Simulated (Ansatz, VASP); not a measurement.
Cu in VASP and in Ansatz

File INCAR:

```
ALGO = Normal
DIPOL = 0.5 0.5 0.500
EDIFF = 1E-6
ENCUT = 520
GGA = PS
IDIPOL = 3
ISIF = 2
ISMEAR = -1
LASPH = True
LCHARG = False
LDIPOL = True
LREAL = False
LWAVE = False
NBANDS = 36
NELM = 80
PREC = Accurate
SIGMA = 0.1
```

File KPOINTS:

```
k-points
0
Gamma
  16 12 1
```

POSCAR

```
Cu
1.0
    2.5195991541      0.0000000000      0.0000000000
    0.0000000000      3.5632512955      0.0000000000
    0.0000000000      0.0000000000     26.8721000000
Cu
5
Direct
    0.0000000000      0.0000000000      0.4093455797
    0.5000000000      0.5000000000      0.4518402311
    0.0000000000      0.0000000000      0.4999999785
    0.5000000000      0.5000000000      0.5481597683
    0.0000000000      0.0000000000      0.5906544203
```

Input for Ansatz:

```yaml
crystal:
  lattice:
    - [2.5195991541, 0.0, 0.0]
    - [0.0, 3.5632512955, 0.0]
    - [0.0, 0.0, 26.8721]
  atoms:
    - { symbol: Cu, position: [0.0, 0.0, 0.4093455797] }
    - { symbol: Cu, position: [0.5, 0.5, 0.4518402311] }
    - { symbol: Cu, position: [0.0, 0.0, 0.4999999785] }
    - { symbol: Cu, position: [0.5, 0.5, 0.5481597683] }
    - { symbol: Cu, position: [0.0, 0.0, 0.5906544203] }
kpoints:
  mp_grid: { grid: [16, 12, 1] }
scf:
  occupations: { method: fermi_dirac, width: 0.1 }
hamiltonian:
  xc: pbesol
  pseudopotentials: { kind: paw }
output:
  forces: true
  stress: true
  eigenvalues: true
efield:
  axis: 3
  amplitude: 0
  dipole_correction: true
```

Alike in both runs: task single point; functional PBEsol; k mesh 16 × 12 × 1; occupations fermi-dirac, width 0.1 eV; no spin polarisation.

|  | VASP | Ansatz |
| --- | --- | --- |
| version | VASP 6.6.1 | Ansatz 0.2.0 |
| potentials or method | VASP PAW PBE potentials, release 64 (Cu) | PAW with Ansatz's default frozen-core files, scalar-relativistic |
| plane-wave cutoff (eV) | 520 | 420 |
| valence electrons in the cell | 55 | 95 |

Ansatz gave:

- rms of the force components (eV/Å): 0.001

Question: Estimate VASP's values.

Answer: rms of the force components (eV/Å): 0.014.

VASP's potentials were made for PBE, not for PBEsol. Atom by atom the forces differ by 0.014 eV/Å (rms over components). The functional is the same, so the differences come from potentials, cutoffs and numerics. VASP's potentials hold 55 valence electrons a cell and Ansatz's 95, so a difference there can come from the potentials and not from the codes.
